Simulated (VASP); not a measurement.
# Li2Se (Fm-3m) in VASP: settings compared

Li2Se is run at these levels: PBE, r2SCAN, HSE06; tasks: single point.

All numbers are computed with VASP 6.6.1; they aren't measurements. Logs are shortened: lines on timing, memory, paths and dates and some standing lists are left out, and cuts for length are marked.

### Step 1. The cell of the first run

The structure is cubic, space group Fm-3m (No. 225). The conventional cell has a = 5.987 Å, b = 5.987 Å, c = 5.987 Å, α = 90.00°, β = 90.00°, γ = 90.00°. Li (site symmetry -43m) has 4 Se at 2.59 Å and 6 Li at 2.99 Å within 3.4 Å. Within 3.4 Å of Se (site symmetry m-3m) lie 8 Li at 2.59 Å.

### Step 2. Single point, PBE

Input file INCAR:

```
SYSTEM = Li2Se
ALGO = Normal
EDIFF = 1E-6
ENCUT = 750
GGA = PE
GGA_COMPAT = .FALSE.
ISIF = 2
ISMEAR = 0
LASPH = .TRUE.
LCHARG = .FALSE.
LREAL = .FALSE.
LWAVE = .FALSE.
NBANDS = 13
NELM = 120
PREC = Accurate
SIGMA = 0.01
```

Input file KPOINTS:

```
k-points
0
G
  8 8 8
  0 0 0
```

Input file POSCAR:

```
Li2Se
1.0
    0.0000000000      2.9935010607      2.9935010607
    2.9935010607      0.0000000000      2.9935010607
    2.9935010607      2.9935010607      0.0000000000
Li Se
2 1
Direct
    0.7500000000      0.7500000000      0.7500000000
    0.2500000000      0.2500000000      0.2500000000
    0.0000000000      0.0000000000      0.0000000000
```

Potentials or basis: VASP PAW PBE potentials, release 64 (Li_sv, Se).

Launch:

```sh
$ cat potpaw_PBE.64/Li_sv/POTCAR potpaw_PBE.64/Se/POTCAR > POTCAR
$ mpirun -np 1 vasp_std > vasp.out
```

OUTCAR:

```text
SYSTEM = Li2Se
   EDIFF = 1E-6
   ENCUT = 750
   GGA = PE
   ISIF = 2
   ISMEAR = 0
   LASPH = .TRUE.
   LREAL = .FALSE.
   NELM = 120
   PREC = Accurate

 ion  position               nearest neighbor table
   1  0.750  0.750  0.750-   3 2.59   3 2.59   3 2.59   3 2.59
   2  0.250  0.250  0.250-   3 2.59   3 2.59   3 2.59   3 2.59
   3  0.000  0.000  0.000-   1 2.59   1 2.59   1 2.59   1 2.59   2 2.59   2 2.59   2 2.59   2 2.59

  LATTYP: Found a face centered cubic cell.
 ALAT       =     5.9870021214

  Lattice vectors:

 A1 = (   0.0000000000,   2.9935010607,   2.9935010607)
 A2 = (   2.9935010607,   0.0000000000,   2.9935010607)
 A3 = (   2.9935010607,   2.9935010607,   0.0000000000)

Analysis of symmetry for initial positions (statically):
=====================================================================
 Subroutine PRICEL returns:
 Original cell was already a primitive cell.

 Routine SETGRP: Setting up the symmetry group for a
 face centered cubic supercell.

 Subroutine GETGRP returns: Found 48 space group operations
 (whereof 48 operations were pure point group operations)
 out of a pool of 48 trial point group operations.

The static configuration has the point symmetry O_h .

Analysis of symmetry for dynamics (positions and initial velocities):
=====================================================================
 Subroutine PRICEL returns:
 Original cell was already a primitive cell.

 Routine SETGRP: Setting up the symmetry group for a
 face centered cubic supercell.

 Subroutine GETGRP returns: Found 48 space group operations
 (whereof 48 operations were pure point group operations)
 out of a pool of 48 trial point group operations.

The dynamic configuration has the point symmetry O_h .

 Subroutine INISYM returns: Found 48 space group operations
 (whereof 48 operations are pure point group operations),
 and found     1 'primitive' translations

----------------------------------------------------------------------------------------

                                     Primitive cell

  volume of cell :      53.6498

  direct lattice vectors                    reciprocal lattice vectors
     0.000000000  2.993501061  2.993501061    -0.167028503  0.167028503  0.167028503
     2.993501061  0.000000000  2.993501061     0.167028503 -0.167028503  0.167028503
     2.993501061  2.993501061  0.000000000     0.167028503  0.167028503 -0.167028503

  length of vectors
     4.233449799  4.233449799  4.233449799     0.289301853  0.289301853  0.289301853

  position of ions in fractional coordinates (direct lattice)
     0.750000000  0.750000000  0.750000000
[... 81 lines left out ...]
   LREAL  =      F    real-space projection
[... 7 lines left out ...]
   TEBEG  =    0.0;   TEEND  =   0.0 temperature during run
   PSTRESS=    0.0 pullay stress
   NELECT =      12.0000    total number of electrons
   NUPDOWN=      -1.0000    fix difference up-down
   EMIN   =  10.00;   EMAX   =-10.00  energy-range for DOS
   EFERMI =   0.00;   METHOD = LEGACY
   ISMEAR =     0;   SIGMA  =   0.01  broadening in eV -4-tet -1-fermi 0-gaus
   EFERMI_NEDOS =   21; number of points for ismear=-14 and -15
   IALGO  =     38    algorithm
   IMIX   =      4    mixing-type and parameters
     AMIX     =   0.40;   BMIX     =  1.00
     AMIX_MAG =   1.60;   BMIX_MAG =  1.00
  volume/ion in A,a.u.               =      17.88       120.68
  Fermi-wavevector in a.u.,A,eV,Ry     =   0.993755  1.877924 13.436410  0.987548
  Thomas-Fermi vector in A             =   2.125658
   LORBIT       =      0    0 simple, 1 ext, 2 COOP (PROOUT), +10 PAW based schemes
   GGA     = PE    functional components
   LHFCALC =     F    Hartree Fock is set to
   AEXX    =    0.0000 exact exchange contribution
   IVDW    =     0    specifies the selected vdW correction
   LEPSILON=     F    determine dielectric tensor
   LRPA    =     F    only Hartree local field effects (RPA)
 non-spin polarized calculation
 Gauss-broadening in eV      SIGMA  =   0.01
  energy-cutoff  :      750.00
  volume of cell :       53.65
 maximum number of plane-waves:      2541
 NGX is ok and might be reduce to    40
   NGX = 19   NGY = 19   NGZ = 19

 number of electron      12.0000003 magnetization

 Free energy of the ion-electron system (eV)
  ---------------------------------------------------
  ext. energy  EPLUGINS =         0.00000000
  ---------------------------------------------------
  free energy    TOTEN  =       -11.13043760 eV

  energy without entropy =      -11.13043760  energy(sigma->0) =      -11.13043760

 E-fermi :   1.1033     XC(G=0):  -8.2950

 val. band max:        1.0465142051   @ k =   0.0000   0.0000   0.0000
 cond. band min:       4.0142711691   @ k =   0.5000   0.5000   0.0000
 fundamental gap:      2.9677569640
 Fermi energy:         1.1032901591

 k-point     1 :       0.0000    0.0000    0.0000
  band No.  band energies     occupation
      1     -43.6502      2.00000
      2     -43.6255      2.00000
      3     -10.3665      2.00000
      4       1.0465      2.00000
      5       1.0465      2.00000
      6       1.0465      2.00000
      7       4.4678      0.00000
      8       6.6708      0.00000
      9       6.6708      0.00000
     10       6.6708      0.00000
     11      11.6538      0.00000
     12      11.6538      0.00000
     13      12.0019      0.00000
[... 354 lines left out ...]
  band No.  band energies     occupation
      1     -43.6374      2.00000
      2     -43.6374      2.00000
      3      -9.9369      2.00000
      4      -1.5897      2.00000
      5      -0.2734      2.00000
      6       0.1062      2.00000
      7       6.4620      0.00000
      8       6.8310      0.00000
      9       8.7156      0.00000
     10       9.4489      0.00000
     11      10.4549      0.00000
     12      11.8086      0.00000
     13      13.7152      0.00000

 [... further k-points ...]
[... 5 lines left out ...]
  --------------------------------------------------------------------------------------
  -------------------------------------------------------------------------------------
  Total        0.0895139      0.0895139      0.0895139     -0.0000000      0.0000000     -0.0000000
  in kB        2.6732093      2.6732093      2.6732093     -0.0000000      0.0000000     -0.0000000
  external PRESSURE =       2.6732093 kB  Pullay stress =       0.0000000 kB

 VOLUME and BASIS-vectors are now :
 -----------------------------------------------------------------------------
  energy-cutoff  :      750.00
  volume of cell :       53.65
      direct lattice vectors                 reciprocal lattice vectors
     0.000000000  2.993501061  2.993501061    -0.167028503  0.167028503  0.167028503
     2.993501061  0.000000000  2.993501061     0.167028503 -0.167028503  0.167028503
     2.993501061  2.993501061  0.000000000     0.167028503  0.167028503 -0.167028503

 POSITION                                       TOTAL-FORCE (eV/Angst)
 -----------------------------------------------------------------------------------
      4.49025      4.49025      4.49025         0.000000      0.000000      0.000000
      1.49675      1.49675      1.49675        -0.000000     -0.000000     -0.000000
      0.00000      0.00000      0.00000         0.000000      0.000000     -0.000000
 -----------------------------------------------------------------------------------
    total drift:                                0.000000     -0.000000      0.000000

  FREE ENERGIE OF THE ION-ELECTRON SYSTEM (eV)
  ---------------------------------------------------
  free  energy   TOTEN  =       -11.1304375976 eV

  energy  without entropy=      -11.1304375976  energy(sigma->0) =      -11.13043760
```

OSZICAR:

```text
N       E                     dE             d eps       ncg     rms          rms(c)
DAV:   1     0.520108995343E+02    0.52011E+02   -0.64933E+03   754   0.116E+03
DAV:   2    -0.333172083415E+01   -0.55343E+02   -0.51867E+02   912   0.218E+02
DAV:   3    -0.111498069662E+02   -0.78181E+01   -0.77697E+01  1431   0.490E+01
DAV:   4    -0.113077015841E+02   -0.15789E+00   -0.15780E+00   934   0.980E+00
DAV:   5    -0.113111592606E+02   -0.34577E-02   -0.34576E-02  1206   0.122E+00    0.276E+00
DAV:   6    -0.111365987676E+02    0.17456E+00   -0.23750E-01   903   0.189E+00    0.170E+00
DAV:   7    -0.111222913475E+02    0.14307E-01   -0.11452E-01  1015   0.146E+00    0.739E-01
DAV:   8    -0.111302372924E+02   -0.79459E-02   -0.17516E-02   940   0.734E-01    0.254E-01
DAV:   9    -0.111301460888E+02    0.91204E-04   -0.46922E-04  1062   0.135E-01    0.172E-01
DAV:  10    -0.111304315444E+02   -0.28546E-03   -0.67291E-04   854   0.125E-01    0.706E-02
DAV:  11    -0.111304330757E+02   -0.15313E-05   -0.40522E-05  1095   0.386E-02    0.171E-02
DAV:  12    -0.111304412099E+02   -0.81342E-05   -0.13922E-05   884   0.191E-02    0.275E-02
DAV:  13    -0.111304376914E+02    0.35185E-05   -0.24067E-06   928   0.958E-03    0.314E-03
DAV:  14    -0.111304375976E+02    0.93836E-07   -0.10003E-07   527   0.234E-03
   1 F= -.11130438E+02 E0= -.11130438E+02  d E =-.330939E-18
```

stdout:

```text
POSCAR found type information on POSCAR LiSe
 POSCAR found :  2 types and       3 ions
 scaLAPACK will be used
 LDA part: xc-table for (Slater+PW92), standard interpolation
 POSCAR, INCAR and KPOINTS ok, starting setup
 FFT: planning ... GRIDC
 FFT: planning ... GRID_SOFT
 FFT: planning ... GRID
 WAVECAR not read
 entering main loop
```

It took 36 s on 1 thread of Oxide Virtual Turin-like, shared host; peak memory 0.21 GiB.

What came out:

| Item | Value |
| --- | --- |
| Free energy | -11.1304 eV |
| Pressure | 0.3 GPa |
| Band gap on the k mesh | 2.97 eV (least direct gap 3.42 eV) |

Levels at points of the mesh, in eV from the valence-band top:
```tsv
k point	band 4	band 5	band 6	band 7	band 8	band 9
(0.00, 0.00, 0.00)	0.00	0.00	0.00	3.42	5.62	5.62
(0.50, 0.00, 0.00)	-2.93	-0.53	-0.53	5.14	5.96	5.96
(0.50, 0.50, 0.00)	-2.30	-1.45	-1.45	2.97	6.19	10.37
```

(Part 1 of 2 ends here.)
